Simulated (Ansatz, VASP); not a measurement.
**One calculation of CoO, two programs**

```xyz
2
Lattice="0.0000 2.0843 2.0843 2.0843 0.0000 2.0843 2.0843 2.0843 0.0000" Properties=species:S:1:pos:R:3 pbc="T T T"
Co    0.0000    0.0000    0.0000
O     2.0843    2.0843    2.0843
```

Alike in both runs: task single point; functional LDA; k mesh 10 × 10 × 10; occupations gaussian, width 0.05 eV; collinear spin; Hubbard terms Co d U = 3.3 eV.

|  | VASP | Ansatz |
| --- | --- | --- |
| version | VASP 6.6.1 | Ansatz 0.2.0 |
| potentials or method | VASP PAW LDA potentials, release 64 (Co_sv, O), cutoff 600 eV | scalar-relativistic, plane waves, PAW |
| valence electrons in the cell | 23 | 23 |

```csv
,VASP,Ansatz,Ansatz less VASP
pressure (GPa),-7.1,4.6,+11.62
net moment per atom (μB),1.50,1.50,0.000
size of the moment on the site where the two differ most (μB),2.65,2.55,-0.101
```

LDA's correlation is that of Perdew and Zunger in VASP and of Perdew and Wang (1992) in Ansatz. Site moments also hang on the region over which each program counts them. The programs project onto different local orbitals, so the same U acts differently, and such runs can settle in different states. Ansatz's warnings: symmetry narrowed by occupation matrices.
